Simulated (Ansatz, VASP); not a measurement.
# As: VASP beside Ansatz

```
As
1.0
    -1.97869    1.97869    6.85440
     1.97869   -1.97869    6.85440
     1.97869    1.97869   -6.85440
As
4
Cartesian
  0.0000 0.0000 1.1424
  0.0000 1.9787 4.5696
  0.0000 0.0000 12.5664
  0.0000 1.9787 2.2848
```

Alike in both runs: task single point; functional PBE; k mesh 6 × 6 × 6; occupations gaussian, width 0.1 eV; no spin polarisation.

```csv
,VASP,Ansatz
version,VASP 6.6.1,Ansatz 0.2.0
potentials or method,"VASP PAW PBE potentials, release 64 (As), cutoff 520 eV","scalar-relativistic, plane waves, PAW"
valence electrons in the cell,20,60
```

Ansatz gave:

| Item | Value |
| --- | --- |
| gap on the k mesh at the Fermi level (eV) | none |
| pressure (GPa) | 15.0 |
| traceless stress, the component that is largest in VASP (GPa) | 5.98 |
| rms of the force components (eV/Å) | 0.313 |

What did VASP give for the same quantities?

gap on the k mesh at the Fermi level (eV): none; pressure (GPa): 15.5; traceless stress, the component that is largest in VASP (GPa): 6.23; rms of the force components (eV/Å): 0.316.

Atom by atom the forces differ by 0.003 eV/Å (rms over components). A gap of «none» marks a metal or a gap that the smearing closes. VASP's potentials hold 20 valence electrons a cell and Ansatz's 60, so a difference there can come from the potentials and not from the codes.

The k mesh is coarse, so the values compare programs but aren't converged.
